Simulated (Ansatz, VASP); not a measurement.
**Tl2As in VASP and in Ansatz**

Contents of INCAR:

```
SYSTEM = Tl2As
  PREC = Accurate
  ENCUT = 520
  EDIFF = 1E-6
  ISMEAR = 0
  SIGMA = 0.1
  LREAL = .False.
  LASPH = .True.
  NELM = 100
  ALGO = Fast
  ISIF = 2
  LWAVE = .False.
  LCHARG = .False.
  GGA = PE
  NBANDS = 22
```

KPOINTS

```
regular mesh
0
Gamma
  6 6 6
  0 0 0
```

The input POSCAR:

```
Tl2As
1.0
   -1.8800587551      1.8800587551      6.1171879366
    1.8800587551     -1.8800587551      6.1171879366
    1.8800587551      1.8800587551     -6.1171879366
Tl As
2 1
Direct
    0.3400000000      0.3400000000      0.0000000000
    0.6600000000      0.6600000000      0.0000000000
    0.0000000000      0.0000000000      0.0000000000
```

Input for Ansatz:

```yaml
crystal:
  lattice:
    - [-1.8800587551, 1.8800587551, 6.1171879366]
    - [1.8800587551, -1.8800587551, 6.1171879366]
    - [1.8800587551, 1.8800587551, -6.1171879366]
  atoms:
    - { symbol: Tl, position: [0.34, 0.34, 0.0] }
    - { symbol: Tl, position: [0.66, 0.66, 0.0] }
    - { symbol: As, position: [0.0, 0.0, 0.0] }
basis:
  ecutwfc: 420
kpoints:
  mp_grid: { grid: [6, 6, 6] }
hamiltonian:
  xc: pbe
scf:
  occupations: { method: gaussian, width: 0.1 }
  lower_state_search: "off"
output:
  forces: true
  stress: true
  eigenvalues: true
```

Alike in both runs: task single point; functional PBE; k mesh 6 × 6 × 6; occupations gaussian, width 0.1 eV; no spin polarisation.

|  | VASP | Ansatz |
| --- | --- | --- |
| version | VASP 6.6.1 | Ansatz 0.2.0 |
| potentials or method | VASP PAW PBE potentials, release 64 (Tl_d, As), cutoff 520 eV | scalar-relativistic, plane waves, PAW |
| valence electrons in the cell | 31 | 41 |

```tsv
	VASP	Ansatz	Ansatz less VASP
gap on the k mesh at the Fermi level (eV)	none	none	-
pressure (GPa)	-1.5	-1.5	+0.03
traceless stress, the component that is largest in VASP (GPa)	0.89	0.89	+0.004
rms of the force components (eV/Å)	0.319	0.319	+0.0004
```

Atom by atom the forces differ by 0.000 eV/Å (rms over components). A gap of «none» marks a metal or a gap that the smearing closes. VASP's potentials hold 31 valence electrons a cell and Ansatz's 41, so a difference there can come from the potentials and not from the codes.

The k mesh is coarse, so the values compare programs but aren't converged. Neither program's run includes spin-orbit coupling.
